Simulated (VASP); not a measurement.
# Li7CrF8 (Fm-3m) in VASP: further runs

Runs on Li7CrF8. Level: PBE. Tasks: single point.

All numbers are computed with VASP 6.6.1; they aren't measurements. Logs are shortened: lines on timing, memory, paths and dates and some standing lists are left out, and cuts for length are marked.

### Step 1. The cell of the first run

The structure is cubic, space group Fm-3m (No. 225). The conventional cell has a = 8.060 Å, b = 8.060 Å, c = 8.060 Å, α = 90.00°, β = 90.00°, γ = 90.00°. Cr (site symmetry m-3m) has 6 F at 2.02 Å within 2.7 Å. Li (site symmetry mmm) has 6 F at 2.02 Å within 2.7 Å. Li (site symmetry m-3m) has 6 F at 2.01 to 2.02 Å within 2.7 Å. F (site symmetry -43m) has 6 Li at 2.02 Å within 2.7 Å. F (site symmetry 4mm) has 5 Li at 2.01 to 2.02 Å and 1 Cr at 2.02 Å within 2.7 Å.

### Step 2. Single point, PBE, collinear spin, ferromagnetic start

INCAR

```
  PREC = Accurate
  ENCUT = 750
  EDIFF = 1E-6
  ISMEAR = -1
  SIGMA = 0.01
  LREAL = False
  LASPH = True
  NELM = 200
  ALGO = Normal
  ISIF = 2
  LWAVE = False
  LCHARG = True
  ISPIN = 2
  MAGMOM = 4 0 0 0 0 0 0 0 0 0 0 0 0 0 0 0
  LORBIT = 11
  LMAXMIX = 4
  GGA = PE
  LELF = True
  LVHAR = True
  NBANDS = 62
  GGA_COMPAT = False
```

KPOINTS

```
regular mesh
0
Gamma
  1 1 1
```

POSCAR

```
Li7CrF8
1.0
    0.0000000000      4.0300000000      4.0300000000
    4.0300000000      0.0000000000      4.0300000000
    4.0300000000      4.0300000000      0.0000000000
Cr Li F
1 7 8
Direct
    0.0000000000      0.0000000000      0.0000000000
    0.0000000000      0.0000000000      0.5000000000
    0.0000000000      0.5000000000      0.0000000000
    0.0000000000      0.5000000000      0.5000000000
    0.5000000000      0.0000000000      0.0000000000
    0.5000000000      0.0000000000      0.5000000000
    0.5000000000      0.5000000000      0.0000000000
    0.5000000000      0.5000000000      0.5000000000
    0.2500000000      0.2500000000      0.2500000000
    0.2500000000      0.2500000000      0.7500000000
    0.2500000000      0.7500000000      0.2500000000
    0.2500000000      0.7500000000      0.7500000000
    0.7500000000      0.2500000000      0.2500000000
    0.7500000000      0.2500000000      0.7500000000
    0.7500000000      0.7500000000      0.2500000000
    0.7500000000      0.7500000000      0.7500000000
```

Potentials or basis: VASP PAW PBE potentials, release 64 (Cr_pv, Li_sv, F).

The run is started by

```sh
$ cat potpaw_PBE.64/Cr_pv/POTCAR potpaw_PBE.64/Li_sv/POTCAR potpaw_PBE.64/F/POTCAR > POTCAR
$ mpirun -np 1 vasp_gam > vasp.out
```

OUTCAR:

```text
PREC = Accurate
   ENCUT = 750
   EDIFF = 1E-6
   ISMEAR = -1
   LREAL = False
   LASPH = True
   NELM = 200
   ISIF = 2
   ISPIN = 2
   LORBIT = 11
   GGA = PE

 ion  position               nearest neighbor table
   1  0.000  0.000  0.000-  10 2.02  11 2.02  12 2.02  13 2.02  14 2.02  15 2.02   2 2.85   3 2.85
                             5 2.85   2 2.85   4 2.85   6 2.85   3 2.85   4 2.85   7 2.85   5 2.85
   2  0.000  0.000  0.500-   9 2.02  11 2.02  12 2.02  13 2.02  14 2.02  16 2.02   1 2.85   1 2.85

   3  0.000  0.500  0.000-   9 2.02  10 2.02  12 2.02  13 2.02  15 2.02  16 2.02   1 2.85   1 2.85

   4  0.000  0.500  0.500-   9 2.02  10 2.02  11 2.02  14 2.02  15 2.02  16 2.02   1 2.85   1 2.85
[... 7 lines left out ...]
   8  0.500  0.500  0.500-  10 2.02  11 2.02  12 2.02  13 2.02  14 2.02  15 2.02
   9  0.250  0.250  0.250-   2 2.02   3 2.02   4 2.02   5 2.02   6 2.02   7 2.02
  10  0.250  0.250  0.750-   1 2.02   3 2.02   4 2.02   5 2.02   6 2.02   8 2.02
  11  0.250  0.750  0.250-   1 2.02   2 2.02   4 2.02   5 2.02   7 2.02   8 2.02
  12  0.250  0.750  0.750-   1 2.02   2 2.02   3 2.02   6 2.02   7 2.02   8 2.02
  13  0.750  0.250  0.250-   1 2.02   2 2.02   3 2.02   6 2.02   7 2.02   8 2.02
  14  0.750  0.250  0.750-   1 2.02   2 2.02   4 2.02   5 2.02   7 2.02   8 2.02
  15  0.750  0.750  0.250-   1 2.02   3 2.02   4 2.02   5 2.02   6 2.02   8 2.02
  16  0.750  0.750  0.750-   2 2.02   3 2.02   4 2.02   5 2.02   6 2.02   7 2.02

  LATTYP: Found a face centered cubic cell.
 ALAT       =     8.0600000000

  Lattice vectors:

 A1 = (   0.0000000000,   4.0300000000,   4.0300000000)
 A2 = (   4.0300000000,   0.0000000000,   4.0300000000)
 A3 = (   4.0300000000,   4.0300000000,   0.0000000000)

Analysis of symmetry for initial positions (statically):
=====================================================================
 Subroutine PRICEL returns:
 Original cell was already a primitive cell.

 Routine SETGRP: Setting up the symmetry group for a
 face centered cubic supercell.

 Subroutine GETGRP returns: Found 48 space group operations
 (whereof 48 operations were pure point group operations)
 out of a pool of 48 trial point group operations.

The static configuration has the point symmetry O_h .

Analysis of symmetry for dynamics (positions and initial velocities):
=====================================================================
 Subroutine PRICEL returns:
 Original cell was already a primitive cell.

 Routine SETGRP: Setting up the symmetry group for a
 face centered cubic supercell.

 Subroutine GETGRP returns: Found 48 space group operations
 (whereof 48 operations were pure point group operations)
 out of a pool of 48 trial point group operations.

The dynamic configuration has the point symmetry O_h .

Analysis of structural, dynamic, and magnetic symmetry:
=====================================================================
 Subroutine PRICEL returns:
 Original cell was already a primitive cell.

 Routine SETGRP: Setting up the symmetry group for a
 face centered cubic supercell.

 Subroutine GETGRP returns: Found 48 space group operations
 (whereof 48 operations were pure point group operations)
 out of a pool of 48 trial point group operations.

The overall configuration has the point symmetry O_h .

 Subroutine INISYM returns: Found 48 space group operations
 (whereof 48 operations are pure point group operations),
 and found     1 'primitive' translations

----------------------------------------------------------------------------------------

                                     Primitive cell

  volume of cell :     130.9017

  direct lattice vectors                    reciprocal lattice vectors
     0.000000000  4.030000000  4.030000000    -0.124069479  0.124069479  0.124069479
     4.030000000  0.000000000  4.030000000     0.124069479 -0.124069479  0.124069479
     4.030000000  4.030000000  0.000000000     0.124069479  0.124069479 -0.124069479

  length of vectors
     5.699280656  5.699280656  5.699280656     0.214894641  0.214894641  0.214894641

  position of ions in fractional coordinates (direct lattice)
     0.000000000  0.000000000  0.000000000
     0.000000000  0.000000000  0.500000000
     0.000000000  0.500000000  0.000000000
     0.000000000  0.500000000  0.500000000
     0.500000000  0.000000000  0.000000000
     0.500000000  0.000000000  0.500000000
[... 8 lines left out ...]
     0.750000000  0.750000000  0.250000000
     0.750000000  0.750000000  0.750000000
[... 56 lines left out ...]
   NGXF,Y,Z  is equivalent  to a cutoff of  31.50, 31.50, 31.50 a.u.
 SYSTEM =  unknown system
   PREC   = accura    normal or accurate (medium, high low for compatibility)
   ISTART =      0    job   : 0-new  1-cont  2-samecut
   ICHARG =      2    charge: 1-file 2-atom 10-const
   ISPIN  =      2    spin polarized calculation?
   LNONCOLLINEAR =      F non collinear calculations
   LSORBIT =      F    spin-orbit coupling
   LASPH  =      T    aspherical Exc in radial PAW
   ENCUT  =  750.0 eV  55.12 Ry    7.42 a.u.  12.73 12.73 12.73*2*pi/ulx,y,z
   NELM   =    200;   NELMIN=  2; NELMDL= -5     # of ELM steps
   EDIFF  = 0.1E-05   stopping-criterion for ELM
   LREAL  =      F    real-space projection
   EDIFFG = 0.1E-04   stopping-criterion for IOM
   NSW    =      0    number of steps for IOM
   IBRION =     -1    ionic relax: 0-MD 1-quasi-New 2-CG
   NFREE  =      0    steps in history (QN), initial steepest desc. (CG)
   ISIF   =      2    stress and relaxation
   ISYM   =      2    0-nonsym 1-usesym 2-fastsym
   POTIM  = 0.5000    time-step for ionic-motion
   TEBEG  =    0.0;   TEEND  =   0.0 temperature during run
   PSTRESS=    0.0 pullay stress
   NELECT =      89.0000    total number of electrons
   NUPDOWN=      -1.0000    fix difference up-down
   EMIN   =  10.00;   EMAX   =-10.00  energy-range for DOS
   EFERMI =   0.00;   METHOD = LEGACY
   ISMEAR =    -1;   SIGMA  =   0.01  broadening in eV -4-tet -1-fermi 0-gaus
   EFERMI_NEDOS =   21; number of points for ismear=-14 and -15
   IALGO  =     38    algorithm
   IMIX   =      4    mixing-type and parameters
     AMIX     =   0.40;   BMIX     =  1.00
     AMIX_MAG =   1.60;   BMIX_MAG =  1.00
  volume/ion in A,a.u.               =       8.18        55.21
  Fermi-wavevector in a.u.,A,eV,Ry     =   1.439538  2.720332 28.194939  2.072270
  Thomas-Fermi vector in A             =   2.558382
   LORBIT       =     11    0 simple, 1 ext, 2 COOP (PROOUT), +10 PAW based schemes
   GGA     = PE    functional components
   LHFCALC =     F    Hartree Fock is set to
   AEXX    =    0.0000 exact exchange contribution
   IVDW    =     0    specifies the selected vdW correction
   LEPSILON=     F    determine dielectric tensor
   LRPA    =     F    only Hartree local field effects (RPA)
 spin polarized calculation
  energy-cutoff  :      750.00
  volume of cell :      130.90
 maximum number of plane-waves:      3041
 NGX is ok and might be reduce to    50
   NGX = 25   NGY = 25   NGZ = 25

 number of electron      88.9999998 magnetization       5.0001832

 Free energy of the ion-electron system (eV)
  ---------------------------------------------------
  ext. energy  EPLUGINS =         0.00000000
  ---------------------------------------------------
  free energy    TOTEN  =       -74.39149850 eV

  energy without entropy =      -74.37364941  energy(sigma->0) =      -74.38257396

 E-fermi :   8.1682     XC(G=0): -10.4169

 val. band max:        8.1564411164   @ k =   0.0000   0.0000   0.0000
 cond. band min:       8.1692840390   @ k =   0.0000   0.0000   0.0000
 fundamental gap:      0.0128429226
 Fermi energy:         8.1681778728

 spin component 1

 k-point     1 :       0.0000    0.0000    0.0000
  band No.  band energies     occupation
      1     -41.2166      1.00000
      2     -41.1681      1.00000
      3     -41.1681      1.00000
      4     -41.1681      1.00000
      5     -41.1530      1.00000
      6     -41.1530      1.00000
[... 48 lines left out ...]
     55      14.3760      0.00000
     56      14.3760      0.00000
 Fermi energy:         8.1681778728

 spin component 2

 k-point     1 :       0.0000    0.0000    0.0000
  band No.  band energies     occupation
      1     -41.1909      1.00000
      2     -41.1427      1.00000
      3     -41.1427      1.00000
      4     -41.1427      1.00000
      5     -41.1277      1.00000
      6     -41.1277      1.00000
[... 48 lines left out ...]
     55      14.6754      0.00000
     56      16.4286      0.00000
 [bands above 56 left out]

------------------------ aborting loop because EDIFF is reached ----------------------------------------

  FORCE on cell =-STRESS in cart. coord.  units (eV):
  Direction    XX          YY          ZZ          XY          YZ          ZX
  --------------------------------------------------------------------------------------
  -------------------------------------------------------------------------------------
  Total       18.8118337     18.8118337     18.8118337     -0.0000000     -0.0000000      0.0000000
  in kB      230.2483775    230.2483775    230.2483775     -0.0000000     -0.0000000      0.0000000
  external PRESSURE =     230.2483775 kB  Pullay stress =       0.0000000 kB

 VOLUME and BASIS-vectors are now :
 -----------------------------------------------------------------------------
  energy-cutoff  :      750.00
  volume of cell :      130.90
      direct lattice vectors                 reciprocal lattice vectors
     0.000000000  4.030000000  4.030000000    -0.124069479  0.124069479  0.124069479
     4.030000000  0.000000000  4.030000000     0.124069479 -0.124069479  0.124069479
     4.030000000  4.030000000  0.000000000     0.124069479  0.124069479 -0.124069479

 POSITION                                       TOTAL-FORCE (eV/Angst)
 -----------------------------------------------------------------------------------
      0.00000      0.00000      0.00000         0.000000     -0.000000      0.000000
      2.01500      2.01500      0.00000        -0.000000      0.000000      0.000000
      2.01500      0.00000      2.01500         0.000000      0.000000      0.000000
      4.03000      2.01500      2.01500         0.000000     -0.000000      0.000000
      0.00000      2.01500      2.01500        -0.000000     -0.000000      0.000000
      2.01500      4.03000      2.01500         0.000000      0.000000      0.000000
[... 8 lines left out ...]
      4.03000      4.03000      6.04500         0.000000      0.000000     -2.097808
      6.04500      6.04500      6.04500        -0.000000     -0.000000      0.000000
 -----------------------------------------------------------------------------------
    total drift:                                0.000000      0.000000      0.000000

  FREE ENERGIE OF THE ION-ELECTRON SYSTEM (eV)
  ---------------------------------------------------
  free  energy   TOTEN  =       -74.3914985047 eV

  energy  without entropy=      -74.3736494093  energy(sigma->0) =      -74.38257396

 total charge

# of ion       s       p       d       tot
------------------------------------------
    1        0.206   6.195   4.520  10.921
    2        2.022   0.045   0.000   2.067
    3        2.022   0.045   0.000   2.067
    4        2.022   0.045   0.000   2.067
    5        2.022   0.045   0.000   2.067
    6        2.022   0.045   0.000   2.067
[... 8 lines left out ...]
   15        1.728   4.448   0.000   6.176
   16        1.723   4.443   0.000   6.166
--------------------------------------------------
tot         28.171  42.088   4.520  74.778

 magnetization (x)

# of ion       s       p       d       tot
------------------------------------------
    1        0.057   0.021   3.987   4.065
    2        0.008   0.000   0.000   0.009
    3        0.008   0.000   0.000   0.009
    4        0.008   0.000   0.000   0.009
    5        0.008   0.000   0.000   0.009
    6        0.008   0.000   0.000   0.009
[... 8 lines left out ...]
   15        0.012   0.024   0.000   0.036
   16        0.008  -0.003   0.000   0.005
--------------------------------------------------
tot          0.200   0.162   3.987   4.349
```

Run time: 2.1 min. Hardware: 1 thread of AMD EPYC 7R43 (Zen 3), shared host; peak memory 0.45 GiB.

What came out:

- Free energy: -74.3915 eV
- Pressure: 23.0 GPa
- Net moment: 5.00 μB per cell
- Site moments: Cr +4.07; Li +0.01; F +0.01, +0.04 (each value once) μB
- Valence electrons inside the program's atomic spheres: Cr 10.92; Li 2.07; F 6.17, 6.18 (each value once)

Caveat: the k points lie up to 1.35 Å⁻¹ apart; a cell with one magnetic atom can't hold antiferromagnetic order, which such compounds often take.

### Step 3. Single point, PBE, collinear spin, ferromagnetic start

INCAR

```
SYSTEM = Li7CrF8
PREC = Accurate ; ENCUT = 750
EDIFF = 1E-6 ; ISMEAR = -1
SIGMA = 0.01 ; LREAL = .FALSE.
LASPH = .TRUE. ; NELM = 200
ALGO = Normal ; ISIF = 2
LWAVE = .FALSE. ; LCHARG = .FALSE.
ISPIN = 2 ; MAGMOM = 4 0 0 0 0 0 0 0 0 0 0 0 0 0 0 0
LORBIT = 11 ; LMAXMIX = 4
GGA = PE ; NBANDS = 62
GGA_COMPAT = .FALSE.
```

KPOINTS

```
regular mesh
0
G
  1 1 1
  0 0 0
```

POSCAR is that of step 2.

Potentials or basis: VASP PAW PBE potentials, release 64 (Cr_pv, Li_sv, F).

The run is started by

```sh
$ cat potpaw_PBE.64/Cr_pv/POTCAR potpaw_PBE.64/Li_sv/POTCAR potpaw_PBE.64/F/POTCAR > POTCAR
$ mpirun -np 1 vasp_gam > vasp.out
```

OUTCAR:

```text
SYSTEM = Li7CrF8
   PREC = Accurate
   ENCUT = 750
   EDIFF = 1E-6
   ISMEAR = -1
   LREAL = .FALSE.
   LASPH = .TRUE.
   NELM = 200
   ISIF = 2
   ISPIN = 2
   LORBIT = 11
   GGA = PE

 ion  position               nearest neighbor table
   1  0.000  0.000  0.000-  10 2.02  11 2.02  12 2.02  13 2.02  14 2.02  15 2.02   2 2.85   3 2.85
                             5 2.85   2 2.85   4 2.85   6 2.85   3 2.85   4 2.85   7 2.85   5 2.85
   2  0.000  0.000  0.500-   9 2.02  11 2.02  12 2.02  13 2.02  14 2.02  16 2.02   1 2.85   1 2.85

   3  0.000  0.500  0.000-   9 2.02  10 2.02  12 2.02  13 2.02  15 2.02  16 2.02   1 2.85   1 2.85

   4  0.000  0.500  0.500-   9 2.02  10 2.02  11 2.02  14 2.02  15 2.02  16 2.02   1 2.85   1 2.85
[... 7 lines left out ...]
   8  0.500  0.500  0.500-  10 2.02  11 2.02  12 2.02  13 2.02  14 2.02  15 2.02
   9  0.250  0.250  0.250-   2 2.02   3 2.02   4 2.02   5 2.02   6 2.02   7 2.02
  10  0.250  0.250  0.750-   1 2.02   3 2.02   4 2.02   5 2.02   6 2.02   8 2.02
  11  0.250  0.750  0.250-   1 2.02   2 2.02   4 2.02   5 2.02   7 2.02   8 2.02
  12  0.250  0.750  0.750-   1 2.02   2 2.02   3 2.02   6 2.02   7 2.02   8 2.02
[... 375 lines left out ...]
    total drift:                                0.000000      0.000000      0.000000

  FREE ENERGIE OF THE ION-ELECTRON SYSTEM (eV)
  ---------------------------------------------------
  free  energy   TOTEN  =       -74.3914985047 eV

  energy  without entropy=      -74.3736494093  energy(sigma->0) =      -74.38257396

 total charge

# of ion       s       p       d       tot
------------------------------------------
    1        0.206   6.195   4.520  10.921
    2        2.022   0.045   0.000   2.067
    3        2.022   0.045   0.000   2.067
    4        2.022   0.045   0.000   2.067
    5        2.022   0.045   0.000   2.067
    6        2.022   0.045   0.000   2.067
[... 8 lines left out ...]
   15        1.728   4.448   0.000   6.176
   16        1.723   4.443   0.000   6.166
--------------------------------------------------
tot         28.171  42.088   4.520  74.778

 magnetization (x)

# of ion       s       p       d       tot
------------------------------------------
    1        0.057   0.021   3.987   4.065
    2        0.008   0.000   0.000   0.009
    3        0.008   0.000   0.000   0.009
    4        0.008   0.000   0.000   0.009
    5        0.008   0.000   0.000   0.009
    6        0.008   0.000   0.000   0.009
[... 8 lines left out ...]
   15        0.012   0.024   0.000   0.036
   16        0.008  -0.003   0.000   0.005
--------------------------------------------------
tot          0.200   0.162   3.987   4.349
```

OSZICAR:

```text
N       E                     dE             d eps       ncg     rms          rms(c)
DAV:   1     0.160173887269E+04    0.16017E+04   -0.60694E+04   248   0.221E+03
DAV:   2     0.100532307910E+03   -0.15012E+04   -0.13571E+04   302   0.627E+02
[... 16 lines left out ...]
DAV:  19    -0.743914185690E+02   -0.38134E-04   -0.64163E-05   328   0.476E-02    0.145E-01
DAV:  20    -0.743915636408E+02   -0.14507E-03   -0.23437E-05   304   0.390E-02    0.546E-01
DAV:  21    -0.743914908699E+02    0.72771E-04   -0.20563E-05   304   0.324E-02    0.110E-01
DAV:  22    -0.743914998590E+02   -0.89891E-05   -0.34015E-06   266   0.146E-02    0.818E-02
DAV:  23    -0.743914985889E+02    0.12701E-05   -0.61361E-07   216   0.612E-03    0.408E-02
DAV:  24    -0.743914985047E+02    0.84216E-07   -0.25442E-07   192   0.416E-03
   1 F= -.74391499E+02 E0= -.74382574E+02  d E =-.178491E-01  mag=     5.0001
```

It took 2.3 min on 1 thread of AMD EPYC 7R43 (Zen 3), shared host; peak memory 0.45 GiB.

Results:

```
Free energy                                           : -74.3915 eV
Pressure                                              : 23.0 GPa
Net moment                                            : 5.00 μB per cell
Site moments                                          : Cr +4.07; Li +0.01; F +0.01, +0.04 (each value once) μB
Valence electrons inside the program's atomic spheres : Cr 10.92; Li 2.07; F 6.17, 6.18 (each value once)
```

Caveat: the k points lie up to 1.35 Å⁻¹ apart; a cell with one magnetic atom can't hold antiferromagnetic order, which such compounds often take.
